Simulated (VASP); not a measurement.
Runs of VASP 6.6.1 on GaSb. The structure is that of space group F-43m (No. 216), or close to it. The cells are those of the table. 

```tsv
cell	gap on the mesh (eV)	pressure (GPa)
a = 4.164, b = 4.164, c = 4.218 Å, angles 59.6, 59.6, 60.9°, 2 atoms	0.64	7.6
a = 4.110 Å, angles 60.0°, 2 atoms	0.82	12.6
a = 4.272, b = 4.272, c = 4.218 Å, angles 60.4, 60.4, 59.2°, 2 atoms	0.74	(a)
a = 4.219, b = 4.219, c = 4.110 Å, angles 60.9, 60.9, 58.3°, 2 atoms	0.64	(c)
a = 4.542 Å, angles 60.0°, 2 atoms	none	(b)
a = 4.434 Å, angles 60.0°, 2 atoms	none	(d)
a = 4.164, b = 4.164, c = 4.110 Å, angles 60.4, 60.4, 59.1°, 2 atoms	0.73	10.0
a = 4.218 Å, angles 60.0°, 2 atoms	0.87	5.5
```

Alike in all rows: task single point; level r2SCAN; potentials or basis VASP PAW PBE potentials, release 64 (Ga_d, Sb); no spin polarisation; k mesh 10 × 10 × 10; cutoff (eV) 520; smearing gaussian 0.05 eV.

Problem. Fill in the values left out.

Solution. (a) 3.6; (b) -5.3; (c) 7.7; (d) -3.0.

Caveats: the PAW data sets were made with another functional, which shifts forces and pressure a little; spin-orbit coupling is left out, which moves the levels of the heavy elements.

A k mesh can miss the band edges, and the runs leave out spin-orbit coupling on Ga, Sb.

A gap of «none» marks levels without a gap at the run's occupations.
